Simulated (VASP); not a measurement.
The system is W, a slab with vacuum.

```
W
1.0
     2.75703    0.00000    0.00000
    -0.91901    2.59936    0.00000
     0.00000    0.00000   24.00444
W
5
Direct
  0.50000 0.50000 0.31244
  0.00000 0.00000 0.40622
  0.50000 0.50000 0.50000
  0.00000 0.00000 0.59378
  0.50000 0.50000 0.68756
```

Base run:

* Program: VASP 6.6.1
* Functional: PBE
* Potentials or basis: VASP PAW PBE potentials, release 64 (W_sv)
* Cutoff: 520 eV
* k mesh: 13 × 13 × 1
* Occupations: gaussian, width 0.1 eV
* Spin: no spin polarisation

Its results: band gap on the k mesh zero (band 35 reaches 3.67 eV, above the bottom of band 36 at 1.99 eV); largest force 0.653 eV/Å.

Q: The run is repeated on the same cell with these changes: k mesh from 13 × 13 × 1 to 1 × 1 × 1; further incar settings from ALGO = Fast; EDIFF = 1e-07; NBANDS = 43 to ALGO = Normal; EDIFF = 1e-07; NBANDS = 43. What comes out?

A: Band gap on the k mesh 0.15 eV; largest force 6.052 eV/Å.

Caveats: some runs use coarse meshes; spin-orbit coupling is left out, which moves the levels of the heavy elements.

A k mesh can miss the band edges.
